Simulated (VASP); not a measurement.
# Ti2In (P6/mmm) in VASP: a series of runs

Runs on Ti2In. Level: PBE. Tasks: single point, relaxation of cell and atoms.

Program: VASP 6.6.1. These are calculated values, not measurements. Logs are shortened: lines on timing, memory, paths and dates and some standing lists are left out, and cuts for length are marked.

## Step 1: The cell of the first run

Symmetry: P6/mmm, No. 191, hexagonal system. Conventional cell: a = 5.019 Å, b = 5.019 Å, c = 2.766 Å, α = 90.00°, β = 90.00°, γ = 120.00°. Ti (site symmetry -6m2) has 5 Ti at 2.77 to 2.90 Å and 3 In at 2.90 Å within 3.6 Å. In (site symmetry 6/mmm) has 2 In at 2.77 Å and 6 Ti at 2.90 Å within 3.6 Å.

## Step 2: Single point, PBE

INCAR reads:

```
SYSTEM = Ti2In
  PREC = Accurate
  ENCUT = 520
  EDIFF = 1E-6
  ISMEAR = 0
  SIGMA = 0.1
  LREAL = .FALSE.
  LASPH = .TRUE.
  NELM = 80
  ALGO = Normal
  ISIF = 2
  LWAVE = .FALSE.
  LCHARG = .FALSE.
  GGA = PE
  NBANDS = 26
```

KPOINTS reads:

```
Automatic mesh
0
G
  6 6 6
  0 0 0
```

POSCAR reads:

```
Ti2In
1.0
    5.0189953410      0.0000000000      0.0000000000
   -2.5094976705      4.3465774668      0.0000000000
    0.0000000000      0.0000000000      2.7664581460
Ti In
2 1
Direct
    0.3333333333      0.6666666667      0.5000000000
    0.6666666667      0.3333333333      0.5000000000
    0.0000000000      0.0000000000      0.5000000000
```

Potentials or basis: VASP PAW PBE potentials, release 64 (Ti_sv, In_d).

Run with:

```bash
$ cat potpaw_PBE.64/Ti_sv/POTCAR potpaw_PBE.64/In_d/POTCAR > POTCAR
$ mpirun -np 1 vasp_std > vasp.out
```

OUTCAR:

```text
SYSTEM = Ti2In
   PREC = Accurate
   ENCUT = 520
   EDIFF = 1E-6
   ISMEAR = 0
   LREAL = .FALSE.
   LASPH = .TRUE.
   NELM = 80
   ISIF = 2
   GGA = PE

 ion  position               nearest neighbor table
   1  0.333  0.667  0.500-   3 2.90   2 2.90   2 2.90   3 2.90   3 2.90   2 2.90
   2  0.667  0.333  0.500-   1 2.90   3 2.90   1 2.90   3 2.90   3 2.90   1 2.90
   3  0.000  0.000  0.500-   1 2.90   2 2.90   2 2.90   1 2.90   2 2.90   1 2.90

  LATTYP: Found a hexagonal cell.
 ALAT       =     5.0189953410
 C/A-ratio  =     0.5511975920

  Lattice vectors:

 A1 = (   5.0189953410,   0.0000000000,   0.0000000000)
 A2 = (  -2.5094976705,   4.3465774668,   0.0000000000)
 A3 = (   0.0000000000,   0.0000000000,   2.7664581460)

Analysis of symmetry for initial positions (statically):
=====================================================================
 Subroutine PRICEL returns:
 Original cell was already a primitive cell.

 Routine SETGRP: Setting up the symmetry group for a
 hexagonal supercell.

 Subroutine GETGRP returns: Found 24 space group operations
 (whereof 24 operations were pure point group operations)
 out of a pool of 24 trial point group operations.

The static configuration has the point symmetry D_6h.

Analysis of symmetry for dynamics (positions and initial velocities):
=====================================================================
 Subroutine PRICEL returns:
 Original cell was already a primitive cell.

 Routine SETGRP: Setting up the symmetry group for a
 hexagonal supercell.

 Subroutine GETGRP returns: Found 24 space group operations
 (whereof 24 operations were pure point group operations)
 out of a pool of 24 trial point group operations.

The dynamic configuration has the point symmetry D_6h.

 Subroutine INISYM returns: Found 24 space group operations
 (whereof 24 operations are pure point group operations),
 and found     1 'primitive' translations

----------------------------------------------------------------------------------------

                                     Primitive cell

  volume of cell :      60.3515

  direct lattice vectors                    reciprocal lattice vectors
     5.018995341  0.000000000  0.000000000     0.199243062  0.115033035  0.000000000
    -2.509497671  4.346577467  0.000000000     0.000000000  0.230066071  0.000000000
     0.000000000  0.000000000  2.766458146     0.000000000  0.000000000  0.361473027

  length of vectors
     5.018995341  5.018995341  2.766458146     0.230066071  0.230066071  0.361473027
[... 83 lines left out ...]
   EDIFF  = 0.1E-05   stopping-criterion for ELM
   LREAL  =      F    real-space projection
   EDIFFG = 0.1E-04   stopping-criterion for IOM
   NSW    =      0    number of steps for IOM
   IBRION =     -1    ionic relax: 0-MD 1-quasi-New 2-CG
   NFREE  =      0    steps in history (QN), initial steepest desc. (CG)
   ISIF   =      2    stress and relaxation
   ISYM   =      2    0-nonsym 1-usesym 2-fastsym
   POTIM  = 0.5000    time-step for ionic-motion
   TEBEG  =    0.0;   TEEND  =   0.0 temperature during run
   PSTRESS=    0.0 pullay stress
   NELECT =      37.0000    total number of electrons
   NUPDOWN=      -1.0000    fix difference up-down
   EMIN   =  10.00;   EMAX   =-10.00  energy-range for DOS
   EFERMI =   0.00;   METHOD = LEGACY
   ISMEAR =     0;   SIGMA  =   0.10  broadening in eV -4-tet -1-fermi 0-gaus
   EFERMI_NEDOS =   21; number of points for ismear=-14 and -15
   IALGO  =     38    algorithm
   IMIX   =      4    mixing-type and parameters
     AMIX     =   0.40;   BMIX     =  1.00
     AMIX_MAG =   1.60;   BMIX_MAG =  1.00
  volume/ion in A,a.u.               =      20.12       135.76
  Fermi-wavevector in a.u.,A,eV,Ry     =   1.390740  2.628118 26.315816  1.934158
  Thomas-Fermi vector in A             =   2.514646
   LORBIT       =      0    0 simple, 1 ext, 2 COOP (PROOUT), +10 PAW based schemes
   GGA     = PE    functional components
   LHFCALC =     F    Hartree Fock is set to
   AEXX    =    0.0000 exact exchange contribution
   IVDW    =     0    specifies the selected vdW correction
   LEPSILON=     F    determine dielectric tensor
   LRPA    =     F    only Hartree local field effects (RPA)
 non-spin polarized calculation
 Gauss-broadening in eV      SIGMA  =   0.10
  energy-cutoff  :      520.00
  volume of cell :       60.35
 maximum number of plane-waves:      1648
 NGX is ok and might be reduce to    40
   NGX = 19   NGY = 19   NGZ = 11

 number of electron      36.9999993 magnetization

 Free energy of the ion-electron system (eV)
  ---------------------------------------------------
  ext. energy  EPLUGINS =         0.00000000
  ---------------------------------------------------
  free energy    TOTEN  =       -17.07830583 eV

  energy without entropy =      -17.05550512  energy(sigma->0) =      -17.06690548

 E-fermi :   7.8253     XC(G=0): -11.0224

 val. band max:        7.8246194735   @ k =   0.1667   0.0000   0.0000
 cond. band min:       7.8297873457   @ k =   0.1667   0.1667   0.3333
 fundamental gap:      0.0051678722
 Fermi energy:         7.8252607016

 k-point     1 :       0.0000    0.0000    0.0000
  band No.  band energies     occupation
      1     -48.8583      2.00000
      2     -48.7940      2.00000
      3     -25.2128      2.00000
      4     -25.2128      2.00000
      5     -24.9667      2.00000
      6     -24.9667      2.00000
[... 685 lines left out ...]
     25      10.9405      0.00000
     26      11.9642      0.00000

 [... further k-points ...]

------------------------ aborting loop because EDIFF is reached ----------------------------------------

  FORCE on cell =-STRESS in cart. coord.  units (eV):
  Direction    XX          YY          ZZ          XY          YZ          ZX
  --------------------------------------------------------------------------------------
  -------------------------------------------------------------------------------------
  Total       -0.0032765     -0.0032765      0.0465793     -0.0000000      0.0000000      0.0000000
  in kB       -0.0869831     -0.0869831      1.2365592     -0.0000000      0.0000000      0.0000000
  external PRESSURE =       0.3541976 kB  Pullay stress =       0.0000000 kB

 VOLUME and BASIS-vectors are now :
 -----------------------------------------------------------------------------
  energy-cutoff  :      520.00
  volume of cell :       60.35
      direct lattice vectors                 reciprocal lattice vectors
     5.018995341  0.000000000  0.000000000     0.199243062  0.115033035  0.000000000
    -2.509497671  4.346577467  0.000000000     0.000000000  0.230066071  0.000000000
     0.000000000  0.000000000  2.766458146     0.000000000  0.000000000  0.361473027

 POSITION                                       TOTAL-FORCE (eV/Angst)
 -----------------------------------------------------------------------------------
     -0.00000      2.89772      1.38323        -0.000000      0.000000     -0.000000
      2.50950      1.44886      1.38323         0.000000     -0.000000      0.000000
      0.00000      0.00000      1.38323         0.000000      0.000000      0.000000
 -----------------------------------------------------------------------------------
    total drift:                               -0.000000      0.000000      0.000000

  FREE ENERGIE OF THE ION-ELECTRON SYSTEM (eV)
  ---------------------------------------------------
  free  energy   TOTEN  =       -17.0783058340 eV

  energy  without entropy=      -17.0555051206  energy(sigma->0) =      -17.06690548
```

OSZICAR:

```text
N       E                     dE             d eps       ncg     rms          rms(c)
DAV:   1     0.412059244707E+03    0.41206E+03   -0.18805E+04  1456   0.184E+03
DAV:   2     0.269061034410E+02   -0.38515E+03   -0.37840E+03  1462   0.499E+02
DAV:   3    -0.140176253379E+02   -0.40924E+02   -0.40091E+02  2334   0.154E+02
DAV:   4    -0.189681820064E+02   -0.49506E+01   -0.48683E+01  2164   0.412E+01
DAV:   5    -0.192343214326E+02   -0.26614E+00   -0.26599E+00  2044   0.764E+00    0.114E+01
DAV:   6    -0.171721676346E+02    0.20622E+01   -0.13771E+01  2008   0.262E+01    0.355E+00
DAV:   7    -0.170816644286E+02    0.90503E-01   -0.95925E-01  2184   0.852E+00    0.226E+00
DAV:   8    -0.170749996292E+02    0.66648E-02   -0.12877E-01  1918   0.282E+00    0.707E-01
DAV:   9    -0.170773394640E+02   -0.23398E-02   -0.15439E-02  2126   0.121E+00    0.343E-01
DAV:  10    -0.170782855187E+02   -0.94605E-03   -0.23943E-03  1964   0.373E-01    0.754E-02
DAV:  11    -0.170783062475E+02   -0.20729E-04   -0.33133E-04  2240   0.169E-01    0.540E-02
DAV:  12    -0.170783071541E+02   -0.90660E-06   -0.21443E-05  1810   0.302E-02    0.170E-02
DAV:  13    -0.170783058494E+02    0.13047E-05   -0.23150E-06  1498   0.112E-02    0.709E-03
DAV:  14    -0.170783058340E+02    0.15393E-07   -0.49600E-07   872   0.766E-03
   1 F= -.17078306E+02 E0= -.17066905E+02  d E =-.228007E-01
```

stdout:

```text
POSCAR found type information on POSCAR TiIn
 POSCAR found :  2 types and       3 ions
 scaLAPACK will be used
 LDA part: xc-table for (Slater+PW92), standard interpolation
 POSCAR, INCAR and KPOINTS ok, starting setup
 FFT: planning ... GRIDC
 FFT: planning ... GRID_SOFT
 FFT: planning ... GRID
 WAVECAR not read
 entering main loop
```

Wall time 30 s (1 thread of AMD EPYC 9R45 (Zen 5), shared host); peak memory 0.17 GiB.

What came out:

```
Free energy : -17.0783 eV
Pressure    : 0.0 GPa
```

Caveat: the k points lie up to 0.38 Å⁻¹ apart; spin-orbit coupling is left out, which moves the levels of the heavy elements.

## Step 3: Relaxation of cell and atoms, PBE

INCAR reads:

```
PREC     = Accurate       # precision mode
ENCUT    = 600            # plane-wave cutoff, eV
EDIFF    = 1E-6           # SCF threshold, eV
ISMEAR   = 0              # smearing method
SIGMA    = 0.1            # smearing width, eV
LREAL    = F              # projectors in reciprocal space
LASPH    = T              # aspherical terms in the spheres
NELM     = 60             # most SCF steps
ALGO     = Normal         # electronic algorithm
ISIF     = 3              # what is computed and relaxed
LWAVE    = F              # write WAVECAR
LCHARG   = F              # write CHGCAR
GGA      = PE             # functional
IBRION   = 2              # ionic algorithm
NSW      = 90             # ionic steps
EDIFFG   = -0.04          # ionic threshold
```

KPOINTS reads:

```
regular mesh
0
Gamma
  6 6 6
```

POSCAR reads:

```
Ti2In
1.0
    5.0300852447      0.0000000000      0.0000000000
   -2.5150426223      4.3561816051      0.0000000000
    0.0000000000      0.0000000000      2.7491755394
Ti In
2 1
Direct
    0.3333333333      0.6666666667      0.5000000000
    0.6666666667      0.3333333333      0.5000000000
    0.0000000000      0.0000000000      0.5000000000
```

Potentials or basis: VASP PAW PBE potentials, release 64 (Ti_sv, In_d).

Run with:

```bash
$ cat potpaw_PBE.64/Ti_sv/POTCAR potpaw_PBE.64/In_d/POTCAR > POTCAR
$ mpirun -np 1 vasp_std > vasp.out
```

Wall time 42 s (1 thread of AMD EPYC 9R45 (Zen 5), shared host); peak memory 0.18 GiB.

The run converged. Its results:

| Property | Result |
| --- | --- |
| Free energy | -17.0780 eV |
| Relaxed volume | 20.10 Å³/atom |
| Relaxed cell | a = 5.020 Å, b = 5.020 Å, c = 2.763 Å, α = 90.00°, β = 90.00°, γ = 120.00° |
| Space group after relaxing (to 0.05 Å) | P6/mmm (No. 191) |
| Energy gained by relaxing | 0.4 meV/atom |
| Ionic steps | 2 |
| Pressure after relaxing | 0.1 GPa |

Stress tensor (GPa, compression positive):
```
0.02 0.00 0.00
0.00 0.02 0.00
0.00 0.00 0.31
```

Step by step:
```csv
step,energy change (eV),largest force (eV/Å),pressure (GPa),volume (Å³)
1,0.0000,0.0000,0.05,60.24
2,-0.0013,0.0000,0.12,60.30
```

Final structure:
```xyz
3
Lattice="5.0199 0.0000 0.0000 -2.5099 4.3474 0.0000 0.0000 0.0000 2.7630" Properties=species:S:1:pos:R:3 pbc="T T T"
Ti    0.0000    2.8982    1.3815
Ti    2.5099    1.4491    1.3815
In    5.0199    0.0000    1.3815
```

Levels at points of the mesh, in eV from the Fermi level:
| k point | band 15 | band 16 | band 17 | band 18 | band 19 | band 20 | band 21 | band 22 |
| --- | --- | --- | --- | --- | --- | --- | --- | --- |
| (0.00, 0.00, 0.00) | -2.16 | -2.16 | -1.30 | -0.46 | 0.07 | 0.07 | 1.92 | 2.33 |
| (0.50, 0.00, 0.00) | -4.41 | -1.64 | -1.59 | -0.63 | -0.22 | -0.22 | 1.94 | 2.28 |
| (0.00, 0.00, 0.50) | -2.49 | -0.89 | -0.89 | 0.02 | 0.02 | 0.78 | 0.78 | 1.19 |
| (0.50, 0.00, 0.50) | -2.35 | -1.21 | -0.98 | -0.29 | 0.24 | 0.45 | 1.28 | 1.55 |

Caveat: the k points lie up to 0.38 Å⁻¹ apart in the final cell; spin-orbit coupling is left out, which moves the levels of the heavy elements.

## Step 4: Single point, PBE, collinear spin, ferromagnetic start

INCAR reads:

```
SYSTEM = Ti2In
PREC = Accurate
ENCUT = 520
EDIFF = 1E-6
ISMEAR = 0
SIGMA = 0.1
LREAL = .False.
LASPH = .True.
NELM = 150
ALGO = Normal
ISIF = 2
LWAVE = .False.
LCHARG = .False.
ISPIN = 2
MAGMOM = 1 1 0
LORBIT = 11
LMAXMIX = 4
GGA = PE
NBANDS = 30
```

KPOINTS reads:

```
Automatic mesh
0
Gamma
  6 6 6
  0 0 0
```

POSCAR reads:

```
Ti2In
1.0
    5.0189953410      0.0000000000      0.0000000000
   -2.5094976705      4.3465774667      0.0000000000
    0.0000000000      0.0000000000      2.7664581460
Ti In
2 1
Direct
    0.3333333333      0.6666666667      0.5000000000
    0.6666666667      0.3333333333      0.5000000000
    0.0000000000      0.0000000000      0.5000000000
```

Run with:

```bash
$ cat potpaw_PBE.64/Ti_sv/POTCAR potpaw_PBE.64/In_d/POTCAR > POTCAR
$ mpirun -np 1 vasp_std > vasp.out
```

It took 2.9 min on 1 thread of AMD EPYC 9R45 (Zen 5), shared host; peak memory 0.23 GiB.

The run converged. Its results:

| Quantity | Value |
| --- | --- |
| Free energy | -17.0783 eV |
| Pressure | 0.1 GPa |
| Net moment | 0.02 μB per cell |
| Valence electrons inside the program's atomic spheres | Ti 10.22; In 11.59 |

Levels at points of the mesh, in eV from the Fermi level:
Spin up:
| k point | band 15 | band 16 | band 17 | band 18 | band 19 | band 20 | band 21 | band 22 | band 23 | band 24 |
| --- | --- | --- | --- | --- | --- | --- | --- | --- | --- | --- |
| (0.00, 0.00, 0.00) | -2.16 | -2.16 | -1.31 | -0.46 | 0.07 | 0.07 | 1.93 | 2.32 | 2.32 | 3.02 |
| (0.50, 0.00, 0.00) | -4.41 | -1.64 | -1.59 | -0.63 | -0.23 | -0.22 | 1.94 | 2.25 | 2.28 | 2.38 |
| (0.00, 0.00, 0.50) | -2.49 | -0.89 | -0.89 | 0.01 | 0.01 | 0.78 | 0.78 | 1.19 | 1.19 | 3.76 |
| (0.50, 0.00, 0.50) | -2.36 | -1.21 | -0.99 | -0.29 | 0.23 | 0.45 | 1.28 | 1.55 | 2.48 | 2.77 |
Spin down:
```tsv
k point	band 15	band 16	band 17	band 18	band 19	band 20	band 21	band 22
(0.00, 0.00, 0.00)	-2.15	-2.15	-1.29	-0.44	0.08	0.08	1.93	2.33
(0.50, 0.00, 0.00)	-4.40	-1.63	-1.58	-0.61	-0.21	-0.21	1.94	2.25
(0.00, 0.00, 0.50)	-2.49	-0.89	-0.89	0.02	0.02	0.79	0.79	1.20
(0.50, 0.00, 0.50)	-2.36	-1.21	-0.98	-0.28	0.24	0.46	1.29	1.56
```

Caveat: the k points lie up to 0.38 Å⁻¹ apart; spin-orbit coupling is left out, which moves the levels of the heavy elements.

(Part 1 of 2 ends here.)
